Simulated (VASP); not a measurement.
# Ga (I4/mmm) in VASP: further runs, part 2 of 2

VASP 6.6.1. The steps go on from the part before.

## Step 3: Relaxation of cell and atoms, RPBE+D3(BJ)

Input file INCAR:

```
PREC = Accurate ; ENCUT = 600
EDIFF = 1E-6 ; ISMEAR = -1
SIGMA = 0.05 ; LREAL = F
LASPH = T ; NELM = 60
ALGO = Normal ; ISIF = 3
LWAVE = F ; LCHARG = F
GGA = RP ; IVDW = 12
IBRION = 2 ; NSW = 60
EDIFFG = -0.01
```

Input file KPOINTS:

```
regular mesh
0
Gamma
  13 13 13
```

Input file POSCAR:

```
Ga
1.0
   -1.3843987196      1.3843987196      2.3112238365
    1.3843987196     -1.3843987196      2.3112238365
    1.3843987196      1.3843987196     -2.3112238365
Ga
1
Direct
    0.0000000000      0.0000000000      0.0000000000
```

Potentials or basis: VASP PAW PBE potentials, release 64 (Ga_d).

The run is started by

```console
cat potpaw_PBE.64/Ga_d/POTCAR > POTCAR
mpirun -np 1 vasp_std > vasp.out
```

OUTCAR:

```text
PREC = Accurate
   ENCUT = 600
   EDIFF = 1E-6
   ISMEAR = -1
   LREAL = F
   LASPH = T
   NELM = 60
   ISIF = 3
   GGA = RP
   IVDW = 12
   IBRION = 2
   NSW = 60
   EDIFFG = -0.01
 IVDW          = 12

 ion  position               nearest neighbor table
   1  0.000  0.000  0.000-

  LATTYP: Found a body centered tetragonal cell.
 ALAT       =     2.7687974392
 C/A-ratio  =     1.6694784557

  Lattice vectors:

 A1 = (  -1.3843987196,   1.3843987196,   2.3112238365)
 A2 = (   1.3843987196,  -1.3843987196,   2.3112238365)
 A3 = (   1.3843987196,   1.3843987196,  -2.3112238365)

Analysis of symmetry for initial positions (statically):
=====================================================================
 Subroutine PRICEL returns:
 Original cell was already a primitive cell.

 Routine SETGRP: Setting up the symmetry group for a
 body centered tetragonal supercell.

 Subroutine GETGRP returns: Found 16 space group operations
 (whereof 16 operations were pure point group operations)
 out of a pool of 16 trial point group operations.

The static configuration has the point symmetry D_4h.

Analysis of symmetry for dynamics (positions and initial velocities):
=====================================================================
 Subroutine PRICEL returns:
 Original cell was already a primitive cell.

 Routine SETGRP: Setting up the symmetry group for a
 body centered tetragonal supercell.

 Subroutine GETGRP returns: Found 16 space group operations
 (whereof 16 operations were pure point group operations)
 out of a pool of 16 trial point group operations.

The dynamic configuration has the point symmetry D_4h.

 Subroutine INISYM returns: Found 16 space group operations
 (whereof 16 operations are pure point group operations),
 and found     1 'primitive' translations

----------------------------------------------------------------------------------------

                                     Primitive cell

  volume of cell :      17.7184

  direct lattice vectors                    reciprocal lattice vectors
    -1.384398720  1.384398720  2.311223836     0.000000000  0.361167627  0.216335602
     1.384398720 -1.384398720  2.311223836     0.361167627  0.000000000  0.216335602
[... 111 lines left out ...]
   IVDW    =    12    specifies the selected vdW correction
   LEPSILON=     F    determine dielectric tensor
   LRPA    =     F    only Hartree local field effects (RPA)
 conjugate gradient relaxation of ions
 non-spin polarized calculation
  energy-cutoff  :      600.00
  volume of cell :       17.72
 maximum number of plane-waves:       622
   NGX = 13   NGY = 13   NGZ = 13

--------------------------------------- Ionic step        1  -------------------------------------------

 number of electron      12.9999997 magnetization

 Free energy of the ion-electron system (eV)
  ---------------------------------------------------
  ext. energy  EPLUGINS =         0.00000000
  ---------------------------------------------------
  free energy    TOTEN  =        -2.50517782 eV

  energy without entropy =       -2.50239450  energy(sigma->0) =       -2.50378616

------------------------ aborting loop because EDIFF is reached ----------------------------------------

 Edisp (eV)   -1.84219

 E8    (eV) :    -1.2683
[... 102 lines left out ...]
  FREE ENERGIE OF THE ION-ELECTRON SYSTEM (eV)
  ---------------------------------------------------
  free  energy   TOTEN  =        -4.5112176925 eV

  energy  without entropy=       -4.5089428598  energy(sigma->0) =       -4.51008028

[... ionic steps 4 to 10 ...]

--------------------------------------- Ionic step       11  -------------------------------------------

 number of electron      13.0000004 magnetization

------------------------ aborting loop because EDIFF is reached ----------------------------------------
[... 73 lines left out ...]
--------------------------------------- Ionic step       13  -------------------------------------------

 number of electron      13.0000004 magnetization

 Free energy of the ion-electron system (eV)
  ---------------------------------------------------
  ext. energy  EPLUGINS =         0.00000000
  ---------------------------------------------------
  free energy    TOTEN  =        -2.23534212 eV

  energy without entropy =       -2.23431447  energy(sigma->0) =       -2.23482830

 E-fermi :   8.4722     XC(G=0): -12.2104

 val. band max:        8.4207001756   @ k =   0.2308   0.2308   0.2308
 cond. band min:       8.5474255020   @ k =  -0.3846  -0.4615   0.2308
 fundamental gap:      0.1267253264
 Fermi energy:         8.4721523639

 k-point     1 :       0.0000    0.0000    0.0000
  band No.  band energies     occupation
      1      -7.0639      2.00000
      2      -6.8483      2.00000
      3      -6.8483      2.00000
      4      -6.8195      2.00000
      5      -6.5990      2.00000
      6      -4.8523      2.00000
      7      23.7207      0.00000
      8      23.7207      0.00000
      9      23.9559      0.00000
     10      25.8084      0.00000
[... 287 lines left out ...]
 k-point    24 :       0.4615    0.1538   -0.0000
  band No.  band energies     occupation
      1      -7.0723      2.00000
      2      -6.9336      2.00000
      3      -6.8442      2.00000
      4      -6.6481      2.00000
      5      -6.5026      2.00000
      6       3.6917      2.00000
      7       3.9896      2.00000
      8      16.4766      0.00000
      9      17.4690      0.00000
     10      21.5376      0.00000

 [... further k-points ...]

------------------------ aborting loop because EDIFF is reached ----------------------------------------

 Edisp (eV)   -2.28284

 E8    (eV) :    -1.5736
[... 24 lines left out ...]
  FREE ENERGIE OF THE ION-ELECTRON SYSTEM (eV)
  ---------------------------------------------------
  free  energy   TOTEN  =        -4.5181820555 eV

  energy  without entropy=       -4.5171544128  energy(sigma->0) =       -4.51766823

 reached required accuracy - stopping structural energy minimisation
```

OSZICAR:

```text
N       E                     dE             d eps       ncg     rms          rms(c)
DAV:   1     0.384398786836E+02    0.38440E+02   -0.76181E+03  4048   0.253E+03
DAV:   2    -0.117733025909E+01   -0.39617E+02   -0.38664E+02  4062   0.258E+02
DAV:   3    -0.251910763804E+01   -0.13418E+01   -0.13381E+01  4536   0.434E+01
[... 83 lines left out ...]
       N       E                     dE             d eps       ncg     rms          rms(c)
DAV:   1    -0.223537962031E+01   -0.51024E-03   -0.64745E-04  4762   0.333E-01    0.382E-02
DAV:   2    -0.223535440928E+01    0.25211E-04   -0.19105E-05  5042   0.112E-01    0.223E-02
DAV:   3    -0.223534218028E+01    0.12229E-04   -0.11497E-05  4708   0.933E-02    0.212E-03
DAV:   4    -0.223534211737E+01    0.62914E-07   -0.86857E-07  2502   0.172E-02
  13 F= -.45181821E+01 E0= -.45176682E+01  d E =-.282520E-05
```

Wall time 4.1 min (1 thread of Intel Xeon 8259CL, shared host); peak memory 0.21 GiB.

What came out:

| Quantity | Value |
| --- | --- |
| Free energy | -4.5182 eV |
| Relaxed volume | 14.63 Å³/atom |
| Relaxed cell | a = 2.813 Å, b = 2.813 Å, c = 2.813 Å, α = 124.15°, β = 124.15°, γ = 82.95° |
| Space group after relaxing (to 0.1 Å) | I4/mmm (No. 139) |
| Energy gained by relaxing | 170.8 meV/atom |
| Ionic steps | 13 |
| Pressure after relaxing | 0.0 GPa |
| Band gap on the k mesh | zero (an odd number of electrons rules out a gap without spin polarisation) |
| Dispersion energy per atom | -2.283 eV |

Step by step:
```csv
step,energy change (eV),largest force (eV/Å),pressure (GPa),volume (Å³)
1,0.0000,0.0000,-14.21,17.72
2,-0.1525,0.0000,5.60,13.98
3,-0.1639,0.0000,0.50,14.61
4,-0.1638,0.0000,-0.06,14.67
5,-0.1707,0.0000,0.12,14.61
6,-0.1708,0.0000,0.09,14.60
7,-0.1708,0.0000,0.21,14.60
8,-0.1708,0.0000,-0.14,14.64
9,-0.1708,0.0000,0.04,14.63
10,-0.1708,0.0000,-0.20,14.63
11,-0.1708,0.0000,0.16,14.63
12,-0.1708,0.0000,0.03,14.63
13,-0.1708,0.0000,-0.02,14.63
```

Final structure:
```
Ga
1.0
    -1.31742    1.31742    2.10766
     1.31742   -1.31742    2.10766
     1.31742    1.31742   -2.10766
Ga
1
Cartesian
  0.0000 2.6348 0.0000
```

Caveat: the volume moved by over 15 % at a fixed basis, so the end points are rough; the PAW data sets were made with another functional, which shifts forces and pressure a little.
